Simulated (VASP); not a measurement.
# SnO2 (P4_2/mnm) in VASP: a series of runs

Runs on SnO2. Level: LDA. Tasks: single point.

Everything below comes from runs of VASP 6.6.1. Logs are shortened: lines on timing, memory, paths and dates and some standing lists are left out, and cuts for length are marked.

## Step 1: The cell of the first run

The structure is tetragonal, space group P4_2/mnm (No. 136). Conventional cell: a = 4.737 Å, b = 4.737 Å, c = 3.091 Å, α = 90.00°, β = 90.00°, γ = 90.00°. Within 2.7 Å of Sn (site symmetry mmm) lie 6 O at 2.02 to 2.05 Å. Within 2.7 Å of O (site symmetry m2m) lie 3 Sn at 2.02 to 2.05 Å and 1 O at 2.60 Å.

## Step 2: Single point, LDA (zz strain of -3 %)

The input, INCAR:

```
PREC = Accurate ; ENCUT = 520
EDIFF = 1E-6 ; ISMEAR = -1
SIGMA = 0.03 ; LREAL = F
LASPH = T ; NELM = 80
ALGO = Normal ; ISIF = 2
LWAVE = F ; LCHARG = T
LELF = T ; LVHAR = T
NBANDS = 35
```

The input, KPOINTS:

```
regular mesh
0
Gamma
  4 4 6
```

The input, POSCAR:

```
SnO2
1.0
    4.7373500000      0.0000000000      0.0000000000
    0.0000000000      4.7373500000      0.0000000000
    0.0000000000      0.0000000000      3.0908080000
Sn O
2 4
Direct
    0.0000000000      0.0000000000      0.0000000000
    0.5000000000      0.5000000000      0.5000000000
    0.3056200000      0.3056200000      0.0000000000
    0.1943800000      0.8056200000      0.5000000000
    0.6943800000      0.6943800000      0.0000000000
    0.8056200000      0.1943800000      0.5000000000
```

Potentials or basis: VASP PAW LDA potentials, release 64 (Sn_d, O).

Command:

```
$ cat potpaw_LDA.64/Sn_d/POTCAR potpaw_LDA.64/O/POTCAR > POTCAR
$ mpirun -np 1 vasp_std > vasp.out
```

OUTCAR:

```text
PREC = Accurate
   ENCUT = 520
   EDIFF = 1E-6
   ISMEAR = -1
   LREAL = F
   LASPH = T
   NELM = 80
   ISIF = 2

 ion  position               nearest neighbor table
   1  0.000  0.000  0.000-   4 2.02   6 2.02   4 2.02   6 2.02   5 2.05   3 2.05   2 3.69   2 3.69
                             2 3.69   2 3.69   2 3.69   2 3.69   2 3.69   2 3.69
   2  0.500  0.500  0.500-   3 2.02   5 2.02   3 2.02   5 2.02   4 2.05   6 2.05   1 3.69   1 3.69
                             1 3.69   1 3.69   1 3.69   1 3.69   1 3.69   1 3.69
   3  0.306  0.306  0.000-   2 2.02   2 2.02   1 2.05
   4  0.194  0.806  0.500-   1 2.02   1 2.02   2 2.05
   5  0.694  0.694  0.000-   2 2.02   2 2.02   1 2.05
   6  0.806  0.194  0.500-   1 2.02   1 2.02   2 2.05

  LATTYP: Found a simple tetragonal cell.
 ALAT       =     4.7373500000
 C/A-ratio  =     0.6524339557

  Lattice vectors:

 A1 = (   4.7373500000,   0.0000000000,   0.0000000000)
 A2 = (   0.0000000000,   4.7373500000,   0.0000000000)
 A3 = (   0.0000000000,   0.0000000000,   3.0908080000)

Analysis of symmetry for initial positions (statically):
=====================================================================
 Subroutine PRICEL returns:
 Original cell was already a primitive cell.

 Routine SETGRP: Setting up the symmetry group for a
 simple tetragonal supercell.

 Subroutine GETGRP returns: Found 16 space group operations
 (whereof  8 operations were pure point group operations)
 out of a pool of 16 trial point group operations.

The static configuration has the point symmetry D_2h.
 The point group associated with its full space group is D_4h.

Analysis of symmetry for dynamics (positions and initial velocities):
=====================================================================
 Subroutine PRICEL returns:
 Original cell was already a primitive cell.

 Routine SETGRP: Setting up the symmetry group for a
 simple tetragonal supercell.

 Subroutine GETGRP returns: Found 16 space group operations
 (whereof  8 operations were pure point group operations)
 out of a pool of 16 trial point group operations.

The dynamic configuration has the point symmetry D_2h.
 The point group associated with its full space group is D_4h.

 Subroutine INISYM returns: Found 16 space group operations
 (whereof  8 operations are pure point group operations),
 and found     1 'primitive' translations

----------------------------------------------------------------------------------------

                                     Primitive cell

  volume of cell :      69.3654

  direct lattice vectors                    reciprocal lattice vectors
     4.737350000  0.000000000  0.000000000     0.211088478  0.000000000  0.000000000
     0.000000000  4.737350000  0.000000000     0.000000000  0.211088478  0.000000000
     0.000000000  0.000000000  3.090808000     0.000000000  0.000000000  0.323539993

  length of vectors
     4.737350000  4.737350000  3.090808000     0.211088478  0.211088478  0.323539993

  position of ions in fractional coordinates (direct lattice)
     0.000000000  0.000000000  0.000000000
     0.500000000  0.500000000  0.500000000
     0.305620000  0.305620000  0.000000000
     0.194380000  0.805620000  0.500000000
     0.694380000  0.694380000  0.000000000
     0.805620000  0.194380000  0.500000000

  ion indices of the primitive-cell ions
   primitive index   ion index
                 1           1
                 2           2
                 3           3
                 4           4
                 5           5
                 6           6

----------------------------------------------------------------------------------------

 KPOINTS: regular mesh

Automatic generation of k-mesh.
 Grid dimensions read from file:
 generate k-points for:    4    4    6

 Generating k-lattice:

  Cartesian coordinates                     Fractional coordinates (reciprocal lattice)
     0.052772119  0.000000000  0.000000000     0.250000000  0.000000000  0.000000000
     0.000000000  0.052772119  0.000000000     0.000000000  0.250000000  0.000000000
     0.000000000  0.000000000  0.053923332     0.000000000  0.000000000  0.166666667

  Length of vectors
     0.052772119  0.052772119  0.053923332

  Shift w.r.t. Gamma in fractional coordinates (k-lattice)
     0.000000000  0.000000000  0.000000000

 Subroutine IBZKPT returns following result:
 ===========================================

 Found     24 irreducible k-points:

 Following reciprocal coordinates:
            Coordinates               Weight
  0.000000  0.000000  0.000000      1.000000
  0.250000  0.000000  0.000000      4.000000
  0.500000  0.000000  0.000000      2.000000
  0.250000  0.250000  0.000000      4.000000
  0.500000  0.250000  0.000000      4.000000
  0.500000  0.500000  0.000000      1.000000
[... 16 lines left out ...]
  0.500000  0.250000  0.500000      4.000000
  0.500000  0.500000  0.500000      1.000000
   k-points           NKPTS =     24   k-points in BZ     NKDIM =     24   number of bands    NBANDS=     35
   number of dos      NEDOS =    301   number of ions     NIONS =      6
   total plane-waves  NPLWV =  31104
   dimension x,y,z NGX =    36 NGY =   36 NGZ =   24
   dimension x,y,z NGXF=    72 NGYF=   72 NGZF=   48
   ions per type =               2   4
   NGX,Y,Z   is equivalent  to a cutoff of  12.63, 12.63, 12.91 a.u.
   NGXF,Y,Z  is equivalent  to a cutoff of  25.27, 25.27, 25.82 a.u.
 SYSTEM =  unknown system
   PREC   = accura    normal or accurate (medium, high low for compatibility)
   ISTART =      0    job   : 0-new  1-cont  2-samecut
   ICHARG =      2    charge: 1-file 2-atom 10-const
   ISPIN  =      1    spin polarized calculation?
   LNONCOLLINEAR =      F non collinear calculations
   LSORBIT =      F    spin-orbit coupling
   LASPH  =      T    aspherical Exc in radial PAW
   ENCUT  =  520.0 eV  38.22 Ry    6.18 a.u.   8.81  8.81  5.75*2*pi/ulx,y,z
   NELM   =     80;   NELMIN=  2; NELMDL= -5     # of ELM steps
   EDIFF  = 0.1E-05   stopping-criterion for ELM
   LREAL  =      F    real-space projection
   EDIFFG = 0.1E-04   stopping-criterion for IOM
   NSW    =      0    number of steps for IOM
   IBRION =     -1    ionic relax: 0-MD 1-quasi-New 2-CG
   NFREE  =      0    steps in history (QN), initial steepest desc. (CG)
   ISIF   =      2    stress and relaxation
   ISYM   =      2    0-nonsym 1-usesym 2-fastsym
   POTIM  = 0.5000    time-step for ionic-motion
   TEBEG  =    0.0;   TEEND  =   0.0 temperature during run
   PSTRESS=    0.0 pullay stress
   NELECT =      52.0000    total number of electrons
   NUPDOWN=      -1.0000    fix difference up-down
   EMIN   =  10.00;   EMAX   =-10.00  energy-range for DOS
   EFERMI =   0.00;   METHOD = LEGACY
   ISMEAR =    -1;   SIGMA  =   0.03  broadening in eV -4-tet -1-fermi 0-gaus
   EFERMI_NEDOS =   21; number of points for ismear=-14 and -15
   IALGO  =     38    algorithm
   IMIX   =      4    mixing-type and parameters
     AMIX     =   0.40;   BMIX     =  1.00
     AMIX_MAG =   1.60;   BMIX_MAG =  1.00
  volume/ion in A,a.u.               =      11.56        78.02
  Fermi-wavevector in a.u.,A,eV,Ry     =   1.487173  2.810350 30.091799  2.211685
  Thomas-Fermi vector in A             =   2.600367
   LORBIT       =      0    0 simple, 1 ext, 2 COOP (PROOUT), +10 PAW based schemes
   GGA     = CA    functional components
   LHFCALC =     F    Hartree Fock is set to
   AEXX    =    0.0000 exact exchange contribution
   IVDW    =     0    specifies the selected vdW correction
   LEPSILON=     F    determine dielectric tensor
   LRPA    =     F    only Hartree local field effects (RPA)
 non-spin polarized calculation
  energy-cutoff  :      520.00
  volume of cell :       69.37
 maximum number of plane-waves:      1884
 NGX is ok and might be reduce to    36
   NGX = 17   NGY = 17   NGZ = 11

 number of electron      51.9999983 magnetization

 Free energy of the ion-electron system (eV)
  ---------------------------------------------------
  ext. energy  EPLUGINS =         0.00000000
  ---------------------------------------------------
  free energy    TOTEN  =       -42.16816008 eV

  energy without entropy =      -42.16816008  energy(sigma->0) =      -42.16816008

 E-fermi :   6.8743     XC(G=0): -11.9517

 val. band max:        6.2316511554   @ k =   0.0000   0.0000   0.0000
 cond. band min:       7.8300928724   @ k =   0.0000   0.0000   0.0000
 fundamental gap:      1.5984417170
 Fermi energy:         6.8742952858

 k-point     1 :       0.0000    0.0000    0.0000
  band No.  band energies     occupation
      1     -14.8733      2.00000
      2     -14.1126      2.00000
      3     -13.6884      2.00000
      4     -13.6637      2.00000
      5     -13.6637      2.00000
      6     -13.5284      2.00000
[... 27 lines left out ...]
     34      18.2755      0.00000
     35      18.7138      0.00000

 k-point     2 :       0.2500    0.0000    0.0000
  band No.  band energies     occupation
      1     -14.7770      2.00000
      2     -14.2204      2.00000
      3     -13.6854      2.00000
      4     -13.6597      2.00000
      5     -13.6595      2.00000
      6     -13.6119      2.00000
[... 27 lines left out ...]
     34      18.1760      0.00000
     35      18.6489      0.00000

 k-point     3 :       0.5000    0.0000    0.0000
  band No.  band energies     occupation
      1     -14.5157      2.00000
      2     -14.5157      2.00000
      3     -13.6718      2.00000
      4     -13.6718      2.00000
      5     -13.6554      2.00000
      6     -13.6554      2.00000
[... 27 lines left out ...]
     34      18.4303      0.00000
     35      19.2491      0.00000
[... 723 lines left out ...]
 k-point    23 :       0.5000    0.2500    0.5000
  band No.  band energies     occupation
      1     -14.7520      2.00000
      2     -14.7520      2.00000
      3     -13.8374      2.00000
      4     -13.8374      2.00000
      5     -13.5379      2.00000
      6     -13.5379      2.00000
[... 27 lines left out ...]
     34      17.7609      0.00000
     35      18.9267      0.00000

 k-point    24 :       0.5000    0.5000    0.5000
  band No.  band energies     occupation
      1     -14.6621      2.00000
      2     -14.6621      2.00000
      3     -14.0060      2.00000
      4     -14.0060      2.00000
      5     -13.5354      2.00000
      6     -13.5354      2.00000
[... 27 lines left out ...]
     34      17.5469      0.00000
     35      19.1121      0.00000

------------------------ aborting loop because EDIFF is reached ----------------------------------------

  FORCE on cell =-STRESS in cart. coord.  units (eV):
  Direction    XX          YY          ZZ          XY          YZ          ZX
  --------------------------------------------------------------------------------------
  -------------------------------------------------------------------------------------
  Total        2.1340903      2.1340903      6.9271708      0.0000000      0.0000000      0.0000000
  in kB       49.2924501     49.2924501    160.0012980      0.0000000      0.0000000      0.0000000
  external PRESSURE =      86.1953994 kB  Pullay stress =       0.0000000 kB

 VOLUME and BASIS-vectors are now :
 -----------------------------------------------------------------------------
  energy-cutoff  :      520.00
  volume of cell :       69.37
      direct lattice vectors                 reciprocal lattice vectors
     4.737350000  0.000000000  0.000000000     0.211088478  0.000000000  0.000000000
     0.000000000  4.737350000  0.000000000     0.000000000  0.211088478  0.000000000
     0.000000000  0.000000000  3.090808000     0.000000000  0.000000000  0.323539993

 POSITION                                       TOTAL-FORCE (eV/Angst)
 -----------------------------------------------------------------------------------
      0.00000      0.00000      0.00000         0.000000      0.000000      0.000000
      2.36868      2.36868      1.54540         0.000000      0.000000      0.000000
      1.44783      1.44783      0.00000        -0.164873     -0.164873      0.000000
      0.92085      3.81650      1.54540         0.164873     -0.164873      0.000000
      3.28952      3.28952      0.00000         0.164873      0.164873     -0.000000
      3.81650      0.92085      1.54540        -0.164873      0.164873     -0.000000
 -----------------------------------------------------------------------------------
    total drift:                                0.000000      0.000000      0.000000

  FREE ENERGIE OF THE ION-ELECTRON SYSTEM (eV)
  ---------------------------------------------------
  free  energy   TOTEN  =       -42.1681600805 eV

  energy  without entropy=      -42.1681600805  energy(sigma->0) =      -42.16816008
```

It took 23 s on 1 thread of AMD EPYC 9R45 (Zen 5), shared host; peak memory 0.15 GiB.

What came out:

```yaml
Free_energy: -42.1682 eV
Pressure: 8.6 GPa
Largest_force: 0.233 eV/Å
Band_gap_on_the_k_mesh: 1.60 eV, direct
```

Forces on the atoms (eV/Å):
```
Sn   0.000  0.000  0.000
Sn   0.000  0.000  0.000
O   -0.165 -0.165  0.000
O    0.165 -0.165  0.000
O    0.165  0.165  0.000
O   -0.165  0.165  0.000
```

Caveat: the cell differs from its parent crystal (zz strain of -3 %); spin-orbit coupling is left out, which moves the levels of the heavy elements.

## Step 3: Single point, LDA (volume scaled by 0.99)

The input, INCAR:

```
ALGO = Normal
EDIFF = 1E-6
ENCUT = 520
ISIF = 2
ISMEAR = -1
LASPH = True
LCHARG = True
LELF = True
LREAL = False
LVHAR = True
LWAVE = False
NBANDS = 35
NELM = 80
PREC = Accurate
SIGMA = 0.03
```

The input, KPOINTS:

```
k-points
0
Gamma
  4 4 6
```

POSCAR, as its differences from that of step 2:

```diff
@@ -2,5 +2,5 @@
 1.0
-    4.7373500000      0.0000000000      0.0000000000
-    0.0000000000      4.7373500000      0.0000000000
-    0.0000000000      0.0000000000      3.0908080000
+    4.7215059017      0.0000000000      0.0000000000
+    0.0000000000      4.7215059017      0.0000000000
+    0.0000000000      0.0000000000      3.1757430642
 Sn O
```

Potentials or basis: VASP PAW LDA potentials, release 64 (Sn_d, O).

Command:

```
$ cat potpaw_LDA.64/Sn_d/POTCAR potpaw_LDA.64/O/POTCAR > POTCAR
$ mpirun -np 1 vasp_std > vasp.out
```

Run time: 25 s. Hardware: 1 thread of AMD EPYC 9R45 (Zen 5), shared host; peak memory 0.15 GiB.

It converged, with:

```yaml
Free_energy: -42.2732 eV
Pressure: 2.3 GPa
Largest_force: 0.014 eV/Å
Band_gap_on_the_k_mesh: 1.26 eV, direct
```

Forces on the atoms (eV/Å):
```
Sn   0.000  0.000  0.000
Sn   0.000  0.000  0.000
O    0.010  0.010  0.000
O   -0.010  0.010  0.000
O   -0.010 -0.010  0.000
O    0.010 -0.010  0.000
```

Stress tensor (GPa, compression positive):
```
1.71 0.00 0.00
0.00 1.71 0.00
0.00 0.00 3.35
```

Levels at points of the mesh, in eV from the valence-band top:
| k point | band 22 | band 23 | band 24 | band 25 | band 26 | band 27 | band 28 | band 29 | band 30 | band 31 |
| --- | --- | --- | --- | --- | --- | --- | --- | --- | --- | --- |
| (0.00, 0.00, 0.00) | -1.27 | -1.27 | -0.82 | -0.82 | 0.00 | 1.26 | 6.06 | 6.13 | 6.13 | 10.11 |
| (0.50, 0.00, 0.00) | -2.05 | -1.23 | -1.23 | -0.66 | -0.66 | 4.41 | 4.41 | 6.90 | 6.90 | 10.87 |
| (0.50, 0.50, 0.00) | -2.09 | -1.35 | -1.35 | -0.93 | -0.93 | 4.82 | 4.82 | 7.39 | 7.39 | 10.87 |
| (0.00, 0.00, 0.50) | -2.73 | -1.75 | -1.75 | -1.30 | -1.30 | 6.13 | 6.13 | 9.56 | 9.56 | 10.49 |
| (0.50, 0.00, 0.50) | -1.80 | -1.15 | -1.15 | -0.73 | -0.73 | 6.41 | 6.41 | 7.92 | 7.92 | 10.85 |
| (0.50, 0.50, 0.50) | -2.44 | -1.00 | -1.00 | -0.86 | -0.86 | 4.75 | 4.75 | 8.68 | 8.68 | 10.85 |

Caveat: spin-orbit coupling is left out, which moves the levels of the heavy elements.

## Step 4: Single point, LDA (zz strain of -1 %)

The input, INCAR:

```
SYSTEM = SnO2
PREC     = Accurate       ! precision mode
ENCUT    = 520            ! plane-wave cutoff, eV
EDIFF    = 1E-6           ! SCF threshold, eV
ISMEAR   = -1             ! smearing method
SIGMA    = 0.03           ! smearing width, eV
LREAL    = .False.        ! projectors in reciprocal space
LASPH    = .True.         ! aspherical terms in the spheres
NELM     = 60             ! most SCF steps
ALGO     = Normal         ! electronic algorithm
ISIF     = 2              ! what is computed and relaxed
LWAVE    = .False.        ! write WAVECAR
LCHARG   = .False.        ! write CHGCAR
NBANDS   = 35             ! bands
```

The input, KPOINTS:

```
regular mesh
0
Gamma
  4 4 6
  0 0 0
```

POSCAR, as its differences from that of step 3:

```diff
@@ -2,5 +2,5 @@
 1.0
-    4.7215059017      0.0000000000      0.0000000000
-    0.0000000000      4.7215059017      0.0000000000
-    0.0000000000      0.0000000000      3.1757430642
+    4.7373500000      0.0000000000      0.0000000000
+    0.0000000000      4.7373500000      0.0000000000
+    0.0000000000      0.0000000000      3.1545360000
 Sn O
```

Command:

```
$ cat potpaw_LDA.64/Sn_d/POTCAR potpaw_LDA.64/O/POTCAR > POTCAR
$ mpirun -np 1 vasp_std > vasp.out
```

Wall time 26 s (1 thread of AMD EPYC 9R45 (Zen 5), shared host); peak memory 0.15 GiB.

It converged, with:

```
Free energy            : -42.2647 eV
Pressure               : 2.7 GPa
Largest force          : 0.032 eV/Å
Band gap on the k mesh : 1.29 eV, direct
```

Forces in eV/Å, atoms in the order of the input:
```
Sn   0.000  0.000  0.000
Sn   0.000  0.000  0.000
O   -0.022 -0.022  0.000
O    0.022 -0.022  0.000
O    0.022  0.022  0.000
O   -0.022  0.022  0.000
```

Stress tensor (GPa, compression positive):
```
1.33 0.00 0.00
0.00 1.33 0.00
0.00 0.00 5.42
```

Levels at points of the mesh, in eV from the valence-band top:
| k point | band 22 | band 23 | band 24 | band 25 | band 26 | band 27 | band 28 | band 29 | band 30 | band 31 |
| --- | --- | --- | --- | --- | --- | --- | --- | --- | --- | --- |
| (0.00, 0.00, 0.00) | -1.24 | -1.24 | -0.84 | -0.84 | 0.00 | 1.29 | 6.16 | 6.20 | 6.20 | 10.07 |
| (0.50, 0.00, 0.00) | -2.06 | -1.21 | -1.21 | -0.67 | -0.67 | 4.42 | 4.42 | 6.97 | 6.97 | 10.81 |
| (0.50, 0.50, 0.00) | -2.08 | -1.32 | -1.32 | -0.96 | -0.96 | 4.86 | 4.86 | 7.43 | 7.43 | 10.80 |
| (0.00, 0.00, 0.50) | -2.74 | -1.74 | -1.74 | -1.30 | -1.30 | 6.14 | 6.14 | 9.53 | 9.53 | 10.61 |
| (0.50, 0.00, 0.50) | -1.80 | -1.16 | -1.16 | -0.75 | -0.75 | 6.41 | 6.41 | 7.86 | 7.86 | 10.95 |
| (0.50, 0.50, 0.50) | -2.49 | -1.01 | -1.01 | -0.88 | -0.88 | 4.74 | 4.74 | 8.67 | 8.67 | 10.94 |

Caveat: the cell differs from its parent crystal (zz strain of -1 %); spin-orbit coupling is left out, which moves the levels of the heavy elements.

(Part 1 of 2 ends here.)
